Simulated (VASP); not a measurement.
Au, 2 atoms in the cell. The structure is hexagonal, space group P6_3/mmc (No. 194). Conventional cell: a = 2.746 Å, b = 2.746 Å, c = 4.865 Å, α = 90.00°, β = 90.00°, γ = 120.00°. Au (site symmetry -6m2) has 12 Au at 2.75 to 2.90 Å within 3.6 Å.  This cell differs from its parent crystal: strain -0.050 along x and y, +0.000 along z.

* Program: VASP 6.6.1
* Task: single point
* Functional: r2SCAN
* Potentials or basis: VASP PAW PBE potentials, release 64 (Au)
* Cutoff: 520 eV
* k mesh: 24 × 24 × 12
* Occupations: gaussian, width 0.15 eV
* Spin: no spin polarisation
* Dipole correction: no
* Further INCAR settings: ALGO = Normal; EDIFF = 1e-07; NBANDS = 18

Potentials or basis: VASP PAW PBE potentials, release 64 (Au).

Run with:

```sh
$ cat potpaw_PBE.64/Au/POTCAR > POTCAR
$ cp INCAR.step1 INCAR
$ mpirun -np 1 vasp_std > vasp.out
$ cp INCAR.step2 INCAR
$ mpirun -np 1 vasp_std > vasp.out
```

Hardware: 1 thread of Intel(R) Xeon(R) Platinum 8559C (Emerald Rapids), with other jobs on the host.

Estimate the wall time of this run.

Wall time 5.3 min on 1 thread of Intel(R) Xeon(R) Platinum 8559C (Emerald Rapids), with other jobs on the host, peak memory 0.3 GiB. Counts: k points 427.
